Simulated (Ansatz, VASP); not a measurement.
# Ca: VASP beside Ansatz

Contents of INCAR:

```
SYSTEM = Ca
ALGO = Fast
EDIFF = 1E-7
ENCUT = 520
GGA = CA
ISIF = 2
ISMEAR = 0
LASPH = .True.
LCHARG = .True.
LELF = .True.
LREAL = .False.
LVHAR = .True.
LWAVE = .False.
NBANDS = 11
NELM = 80
PREC = Accurate
SIGMA = 0.15
```

KPOINTS

```
k-points
0
Gamma
  16 16 16
  0 0 0
```

Contents of POSCAR:

```
Ca
1.0
    0.0000000000      2.5602146059      3.3282789877
    2.5602146059      0.0000000000      3.3282789877
    2.5602146059      2.5602146059      0.0000000000
Ca
1
Direct
    0.0000000000      0.0000000000      0.0000000000
```

Input for Ansatz:

```yaml
crystal:
  lattice:
    - [0.0, 2.5602146059, 3.3282789877]
    - [2.5602146059, 0.0, 3.3282789877]
    - [2.5602146059, 2.5602146059, 0.0]
  atoms:
    - { symbol: Ca, position: [0.0, 0.0, 0.0] }
basis:
  ecutwfc: 420
kpoints:
  mp_grid: { grid: [16, 16, 16] }
hamiltonian:
  xc: lda
scf:
  occupations: { method: gaussian, width: 0.15 }
output:
  forces: true
  stress: true
  eigenvalues: true
```

Alike in both runs: task single point; functional LDA; k mesh 16 × 16 × 16; occupations gaussian, width 0.15 eV; no spin polarisation.

|  | VASP | Ansatz |
| --- | --- | --- |
| version | VASP 6.6.1 | Ansatz 0.2.0 |
| potentials or method | VASP PAW LDA potentials, release 64 (Ca_sv), cutoff 520 eV | scalar-relativistic, plane waves, PAW |
| valence electrons in the cell | 10 | 10 |

|  | VASP | Ansatz | Ansatz less VASP |
| --- | --- | --- | --- |
| gap on the k mesh at the Fermi level (eV) | none | none | - |
| pressure (GPa) | -2.1 | -2.1 | +0.01 |
| traceless stress, the component that is largest in VASP (GPa) | -2.50 | -2.51 | -0.003 |

LDA's correlation is that of Perdew and Zunger in VASP and of Perdew and Wang (1992) in Ansatz. A gap of «none» marks a metal or a gap that the smearing closes.
